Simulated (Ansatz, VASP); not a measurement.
**BAs in VASP and in Ansatz**

```
B As
1.0
     0.00000    2.38850    2.38850
     2.38850    0.00000    2.38850
     2.38850    2.38850    0.00000
B As
1 1
Direct
  0.00000 0.00000 0.00000
  0.25000 0.25000 0.25000
```

Alike in both runs: task relaxation of cell and atoms; functional revPBE; dispersion D3(BJ); k mesh 8 × 8 × 8; no spin polarisation.

|  | VASP | Ansatz |
| --- | --- | --- |
| version | VASP 6.6.1 | Ansatz 0.2.0 |
| potentials or method | VASP PAW PBE potentials, release 64 (B, As), cutoff 600 eV | plane waves, PAW |
| occupations | gaussian, width 0.01 eV | fixed |
| valence electrons in the cell | 8 | 18 |

|  | VASP | Ansatz | Ansatz less VASP |
| --- | --- | --- | --- |
| relaxed volume (Å³/atom) | 13.39 | 13.33 | -0.063 |
| relaxed cell length with the largest relative difference (Å) | 3.358 | 3.353 | -0.0052 |

VASP's potentials were made for PBE, not for revPBE. VASP's potentials hold 8 valence electrons a cell and Ansatz's 18, so a difference there can come from the potentials and not from the codes.
